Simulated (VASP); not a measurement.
Wanted: the native input for a VASP 6.6.1 run.

```
Task                   : single point
Functional             : PBEsol
Potentials or basis    : VASP PAW PBE potentials, release 64 (Sn_d, Te)
Cutoff                 : 520 eV
k mesh                 : 10 × 10 × 10
Occupations            : gaussian, width 0.01 eV
Spin                   : no spin polarisation
Dipole correction      : no
Further INCAR settings : ALGO = Normal; EDIFF = 1e-07; NBANDS = 17
```

The structure of SnTe lies in POSCAR:

```
SnTe
1.0
    3.1127930466      3.1127930466      0.0000000000
   -3.1127930466      3.1127930466      0.0000000000
    0.0000000000      3.1127930466      3.1455923864
Sn Te
1 1
Direct
    0.0000000000      0.0000000000      0.0000000000
    0.5000000000      0.5000000000      0.0000000000
```

This cell differs from its parent crystal: in-plane strain -0.01, then relaxed in part.

These files were run (other wordings do the same):

INCAR

```
SYSTEM = SnTe
  ALGO = Normal
  EDIFF = 1E-7
  ENCUT = 520
  GGA = PS
  ISIF = 2
  ISMEAR = 0
  LASPH = .TRUE.
  LCHARG = .TRUE.
  LELF = .TRUE.
  LREAL = .FALSE.
  LVHAR = .TRUE.
  LWAVE = .FALSE.
  NBANDS = 17
  NELM = 100
  PREC = Accurate
  SIGMA = 0.01
```

KPOINTS

```
k-points
0
G
  10 10 10
  0 0 0
```

Potentials or basis: VASP PAW PBE potentials, release 64 (Sn_d, Te).

The run is started by

```console
$ cat potpaw_PBE.64/Sn_d/POTCAR potpaw_PBE.64/Te/POTCAR > POTCAR
$ mpirun -np 1 vasp_std > vasp.out
```

It gave:

| Item | Value |
| --- | --- |
| Pressure | 1.0 GPa |
| Band gap on the k mesh | 0.23 eV |

Caveat: the cell differs from its parent crystal (in-plane strain -0.01, then relaxed in part); the PAW data sets were made with another functional, which shifts forces and pressure a little; spin-orbit coupling is left out, which moves the levels of the heavy elements.

It took 2.4 min on 1 thread of Intel(R) Xeon(R) Platinum 8259CL CPU @ 2.50GHz (Skylake/Cascade Lake), on a shared host, peak memory 0.27 GiB.
